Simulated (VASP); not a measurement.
# WS2 (R3m) in VASP: dielectric tensor with PBE

Aim: the dielectric tensor of WS2 with PBE.

Everything below comes from runs of VASP 6.6.1. Logs are shortened: lines on timing, memory, paths and dates and some standing lists are left out, and cuts for length are marked.

### 1 The cell of the first run

It takes space group R3m (No. 160, trigonal). Conventional cell: a = 3.172 Å, b = 3.172 Å, c = 18.712 Å, α = 90.00°, β = 90.00°, γ = 120.00°. Within 3.2 Å of W (site symmetry 3m) lie 6 S at 2.41 Å and 6 W at 3.17 Å. S (site symmetry 3m) has 3 W at 2.41 Å and 7 S at 3.12 to 3.17 Å within 3.2 Å. Within 3.2 Å of S (site symmetry 3m) lie 3 W at 2.41 Å and 7 S at 3.12 to 3.17 Å.

### 2 Dielectric tensor, PBE

File INCAR:

```
  ALGO = Normal
  EDIFF = 1E-8
  ENCUT = 520
  GGA = PE
  ISIF = 2
  ISMEAR = 0
  LASPH = True
  LCHARG = False
  LEPSILON = True
  LREAL = False
  LWAVE = False
  NELM = 80
  PREC = Accurate
  SIGMA = 0.01
```

File KPOINTS:

```
k-points
0
Gamma
  8 8 8
```

File POSCAR:

```
WS2
1.0
    1.5858866962      0.9156121110      6.2374692460
   -1.5858866962      0.9156121110      6.2374692460
    0.0000000000     -1.8312242219      6.2374692460
W S
1 2
Direct
   -0.0000115687     -0.0000115687     -0.0000115687
    0.4167981751      0.4167981751      0.4167981751
    0.2498800602      0.2498800602      0.2498800602
```

Potentials or basis: VASP PAW PBE potentials, release 64 (W_sv, S).

On the command line:

```bash
cat potpaw_PBE.64/W_sv/POTCAR potpaw_PBE.64/S/POTCAR > POTCAR
mpirun -np 1 vasp_std > vasp.out
```

OUTCAR:

```text
EDIFF = 1E-8
   ENCUT = 520
   GGA = PE
   ISIF = 2
   ISMEAR = 0
   LASPH = True
   LEPSILON = True
   LREAL = False
   NELM = 80
   PREC = Accurate

 ion  position               nearest neighbor table
   1  1.000  1.000  1.000-   3 2.41   3 2.41   3 2.41   2 2.41   2 2.41   2 2.41
   2  0.417  0.417  0.417-   1 2.41   1 2.41   1 2.41
   3  0.250  0.250  0.250-   1 2.41   1 2.41   1 2.41

  LATTYP: Found a trigonal (rhomboedric) cell.
 ALAT       =     6.5007234017
 COS(alpha) =     0.8809715078

  Lattice vectors:

 A1 = (   1.5858866962,   0.9156121110,   6.2374692460)
 A2 = (  -1.5858866962,   0.9156121110,   6.2374692460)
 A3 = (   0.0000000000,  -1.8312242219,   6.2374692460)

Analysis of symmetry for initial positions (statically):
=====================================================================
 Subroutine PRICEL returns:
 Original cell was already a primitive cell.

 Routine SETGRP: Setting up the symmetry group for a
 trigonal (rhombohedral) supercell.

 Subroutine GETGRP returns: Found  6 space group operations
 (whereof  6 operations were pure point group operations)
 out of a pool of 12 trial point group operations.

The static configuration has the point symmetry C_3v.

Analysis of symmetry for dynamics (positions and initial velocities):
=====================================================================
 Subroutine PRICEL returns:
 Original cell was already a primitive cell.

 Routine SETGRP: Setting up the symmetry group for a
 trigonal (rhombohedral) supercell.

 Subroutine GETGRP returns: Found  6 space group operations
 (whereof  6 operations were pure point group operations)
 out of a pool of 12 trial point group operations.

The dynamic configuration has the point symmetry C_3v.

 Subroutine INISYM returns: Found  6 space group operations
 (whereof  6 operations are pure point group operations),
 and found     1 'primitive' translations

----------------------------------------------------------------------------------------

                                     Primitive cell

  volume of cell :      54.3430
[... 640 lines left out ...]
 -----------------------------------------------------------------------------------
      0.00000      0.00000     18.71219         0.000000      0.000000      0.001535
      0.00000      0.00000      7.79930         0.000000      0.000000      0.196411
      0.00000      0.00000      4.67586         0.000000     -0.000000     -0.197946
 -----------------------------------------------------------------------------------
    total drift:                               -0.000000      0.000000     -0.000019

  FREE ENERGIE OF THE ION-ELECTRON SYSTEM (eV)
  ---------------------------------------------------
  free  energy   TOTEN  =       -23.6324724322 eV

  energy  without entropy=      -23.6324724322  energy(sigma->0) =      -23.63247243

 HEAD OF MICROSCOPIC STATIC DIELECTRIC TENSOR (INDEPENDENT PARTICLE, excluding Hartree and local field effects)
 ------------------------------------------------------
          14.353540     0.000000     0.000000
          -0.000000    14.353540     0.000000
           0.000000     0.000000     8.888949
 ------------------------------------------------------

 Free energy of the ion-electron system (eV)
  ---------------------------------------------------
  ---------------------------------------------------
  free energy    TOTEN  =        -2.03622440 eV

  energy without entropy =       -2.03622440

------------------------ aborting loop because EDIFF is reached ----------------------------------------

--------------------------------------- Ionic step        2  -------------------------------------------

------------------------ aborting loop because EDIFF is reached ----------------------------------------

--------------------------------------- Ionic step        3  -------------------------------------------

 Free energy of the ion-electron system (eV)
  ---------------------------------------------------
  ---------------------------------------------------
  free energy    TOTEN  =        -0.76340113 eV

  energy without entropy =       -0.76340113

------------------------ aborting loop because EDIFF is reached ----------------------------------------

 PIEZOELECTRIC TENSOR FIELD DIRECTION 3  (e Angst)
 -----------------------------------------------------------------------------
    -0.01478  0.00000  0.00000           ( -0.00059  0.00000  0.00000)
     0.00000 -0.01478  0.00000           (  0.00000 -0.00059 -0.00000)
    -0.00000  0.00000  0.17374           (  0.00000 -0.00000 -0.00007)

 PIEZOELECTRIC TENSOR FIELD DIRECTION 3  (C/m^2)
 -----------------------------------------------------------------------------
    -0.00436  0.00000  0.00000
     0.00000 -0.00436  0.00000
    -0.00000  0.00000  0.05122

 MACROSCOPIC STATIC DIELECTRIC TENSOR (including local field effects in DFT)
 ------------------------------------------------------
          13.694359     0.000000    -0.000000
           0.000000    13.694359     0.000000
           0.000000     0.000000     5.738564
 ------------------------------------------------------

 PIEZOELECTRIC TENSOR (including local field effects)  for field in x, y, z        (e  Angst)
          XX          YY          ZZ          XY          YZ          ZX
  --------------------------------------------------------------------------------
  x     0.00000     0.00000     0.00000     1.23927     0.00000     0.05621
  y     1.23927    -1.23927     0.00000     0.00000     0.05620     0.00000
  z    -0.01478    -0.01478     0.17374     0.00000     0.00000     0.00000

 PIEZOELECTRIC TENSOR (including local field effects)  for field in x, y, z        (C/m^2)
          XX          YY          ZZ          XY          YZ          ZX
  --------------------------------------------------------------------------------
  x     0.00000     0.00000     0.00000     0.36537     0.00000     0.01657
  y     0.36537    -0.36537     0.00000     0.00000     0.01657     0.00000
  z    -0.00436    -0.00436     0.05122     0.00000     0.00000     0.00000

 BORN EFFECTIVE CHARGES (including local field effects) (in |e|, cummulative output)
 ---------------------------------------------------------------------------------
 ion    1
    1    -0.50148     0.00000     0.00000
    2     0.00000    -0.50148    -0.00000
    3     0.00000    -0.00000    -0.41182
 ion    2
    1     0.24588     0.00000     0.00000
    2     0.00000     0.24588     0.00000
    3     0.00000     0.00000     0.17414
 ion    3
    1     0.25561     0.00000     0.00000
    2     0.00000     0.25561     0.00000
    3     0.00000     0.00000     0.23768
```

OSZICAR:

```text
N       E                     dE             d eps       ncg     rms          rms(c)
DAV:   1     0.197919466728E+03    0.19792E+03   -0.13299E+04  2210   0.151E+03
DAV:   2    -0.156730878035E+02   -0.21359E+03   -0.21029E+03  2750   0.380E+02
[... 12 lines left out ...]
RMM:  11    -0.763402166049E+00   -0.60266E-04   -0.21341E-06  3981   0.663E-03    0.246E-03
RMM:  12    -0.763402443982E+00   -0.27793E-06   -0.77845E-07  4060   0.239E-03    0.948E-04
RMM:  13    -0.763400074428E+00    0.23696E-05    0.25452E-06  3812   0.118E-03    0.538E-04
RMM:  14    -0.763401658451E+00   -0.15840E-05   -0.26059E-06  4107   0.410E-04    0.224E-04
RMM:  15    -0.763401406450E+00    0.25200E-06    0.85720E-07  3103   0.128E-04    0.873E-05
RMM:  16    -0.763401003408E+00    0.40304E-06   -0.23378E-07  2375   0.807E-05    0.313E-05
RMM:  17    -0.763401128151E+00   -0.12474E-06    0.57510E-08  1183   0.459E-05    0.954E-06
```

It took 25 min on 1 thread of Intel Xeon 6975P-C (Granite Rapids), shared host; peak memory 0.77 GiB.

Results:

```yaml
Band_gap_on_the_k_mesh: 1.24 eV (least direct gap 2.26 eV)
Electronic_dielectric_tensor_diagonal: 13.69, 13.69, 5.74
Born_charges_mean_of_the_diagonal: W -0.47; S +0.22, +0.25 e
```

Levels at points of the mesh, in eV from the valence-band top:
| k point | band 11 | band 12 | band 13 | band 14 | band 15 | band 16 |
| --- | --- | --- | --- | --- | --- | --- |
| (0.00, 0.00, 0.00) | -2.30 | -1.59 | -1.13 | 2.22 | 2.22 | 2.50 |
| (0.50, 0.00, 0.00) | -2.56 | -1.85 | -1.67 | 2.28 | 2.61 | 3.63 |
| (0.50, 0.50, 0.00) | -3.09 | -2.01 | -1.52 | 2.24 | 2.74 | 3.23 |
| (0.50, 0.50, 0.50) | -2.27 | -2.27 | 0.00 | 2.30 | 2.30 | 2.38 |

Electronic dielectric tensor:
```
13.69  0.00  0.00
 0.00 13.69  0.00
 0.00  0.00  5.74
```

Born effective charge tensors (e):
atom 1, W
```
-0.50  0.00  0.00
 0.00 -0.50  0.00
 0.00  0.00 -0.41
```
atom 2, S
```
0.25 0.00 0.00
0.00 0.25 0.00
0.00 0.00 0.17
```
atom 3, S
```
0.26 0.00 0.00
0.00 0.26 0.00
0.00 0.00 0.24
```

Caveat: spin-orbit coupling is left out, which moves the levels of the heavy elements.
